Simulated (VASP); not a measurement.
A run of VASP 6.6.1:

Contents of INCAR:

```
SYSTEM = TeW
PREC = Accurate
ENCUT = 520
EDIFF = 1E-7
ISMEAR = 0
SIGMA = 0.1
LREAL = .FALSE.
LASPH = .TRUE.
NELM = 150
ALGO = Normal
ISIF = 2
LWAVE = .FALSE.
LCHARG = .FALSE.
ISPIN = 2
MAGMOM = 1.02 0
LORBIT = 11
LMAXMIX = 4
GGA = PS
NBANDS = 21
```

File KPOINTS:

```
Automatic mesh
0
G
  12 12 12
  0 0 0
```

File POSCAR:

```
TeW
1.0
    0.0000000000      3.0241765070      3.0241765070
    3.0241765070      0.0000000000      3.0241765070
    3.0241765070      3.0241765070      0.0000000000
W Te
1 1
Direct
    0.0000000000      0.0000000000      0.0000000000
    0.2500000000      0.2500000000      0.2500000000
```

Potentials or basis: VASP PAW PBE potentials, release 64 (W_sv, Te).

The run is started by

```console
$ cat potpaw_PBE.64/W_sv/POTCAR potpaw_PBE.64/Te/POTCAR > POTCAR
$ mpirun -np 1 vasp_std > vasp.out
```

Hardware: 1 thread of AMD EPYC 7R13 Processor (Zen 3), on a shared host.

Estimate the wall time of this run.

Run time: 96 s on 1 thread of AMD EPYC 7R13 Processor (Zen 3), on a shared host, peak memory 0.26 GiB. Counts: scf iterations 14, k points 72.
